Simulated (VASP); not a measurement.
Here is a VASP 6.6.1 calculation.

Contents of INCAR:

```
ALGO = Normal
EDIFF = 1E-6
ENCUT = 520
GGA = PE
ISIF = 2
ISMEAR = -1
LASPH = T
LCHARG = F
LREAL = F
LWAVE = F
NBANDS = 11
NELM = 100
PREC = Accurate
SIGMA = 0.1
```

The input KPOINTS:

```
k-points
0
Gamma
  15 15 15
```

Contents of POSCAR:

```
SiC
1.0
    2.4759123730      0.0000000000      0.0000000000
    0.0000000000      2.4759123730      0.0000000000
    0.0000000000      0.0000000000      2.4759123730
Si C
1 1
Direct
    0.0000000000      0.0000000000      0.0000000000
    0.5000000000      0.5000000000      0.5000000000
```

Potentials or basis: VASP PAW PBE potentials, release 64 (Si, C).

Command:

```sh
$ cat potpaw_PBE.64/Si/POTCAR potpaw_PBE.64/C/POTCAR > POTCAR
$ mpirun -np 1 vasp_std > vasp.out
```

Problem. Estimate the pressure.

Solution. 51.1 GPa.

Problem. Predict the band gap on the k mesh.

Solution. Zero (band 4 reaches 15.58 eV, above the bottom of band 5 at 11.20 eV).
